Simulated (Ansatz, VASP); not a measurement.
**Y in VASP and in Ansatz**

File INCAR:

```
PREC = Accurate
ENCUT = 520
EDIFF = 1E-7
ISMEAR = -1
SIGMA = 0.1
LREAL = F
LASPH = T
NELM = 80
ALGO = Normal
ISIF = 2
LWAVE = F
LCHARG = F
GGA = CA
NBANDS = 12
```

File KPOINTS:

```
regular mesh
0
Gamma
  13 13 13
```

The input POSCAR:

```
Y
1.0
   -2.0325466275      2.0325466275      2.0325466275
    2.0325466275     -2.0325466275      2.0325466275
    2.0325466275      2.0325466275     -2.0325466275
Y
1
Direct
    0.0000000000      0.0000000000      0.0000000000
```

Input for Ansatz:

```yaml
crystal:
  lattice:
    - [-2.0325466275, 2.0325466275, 2.0325466275]
    - [2.0325466275, -2.0325466275, 2.0325466275]
    - [2.0325466275, 2.0325466275, -2.0325466275]
  atoms:
    - { symbol: "Y", position: [0.0, 0.0, 0.0] }
hamiltonian:
  xc: lda
  pseudopotentials:
    kind: paw
    azcp:
      "Y": "pseudopotentials/Y.paw.azcp"
basis:
  ecutwfc: 420
  fft_grid_basis: typed
kpoints:
  mp_grid: { grid: [13, 13, 13], shift: [0, 0, 0] }
magnetization:
  spin_polarized: false
scf:
  occupations: { method: fermi_dirac, width: 0.1 }
  lower_state_search: "off"
output:
  stress: true
  write_density: true
  write_potential: true
  elf: true
  volumetric_format: npy
```

Alike in both runs: task single point; functional LDA; k mesh 13 × 13 × 13; occupations fermi-dirac, width 0.1 eV; no spin polarisation.

```csv
,VASP,Ansatz
version,VASP 6.6.1,Ansatz 0.2.0
potentials or method,"VASP PAW LDA potentials, release 64 (Y_sv), cutoff 520 eV","plane waves (420 eV) with PAW, scalar-relativistic"
valence electrons in the cell,11,11
```

|  | VASP | Ansatz | Ansatz less VASP |
| --- | --- | --- | --- |
| pressure (GPa) | -4.2 | -4.1 | +0.10 |

Ansatz warns that its potentials were made for another functional, while VASP's fit it. LDA's correlation is that of Perdew and Zunger in VASP and of Perdew and Wang (1992) in Ansatz.
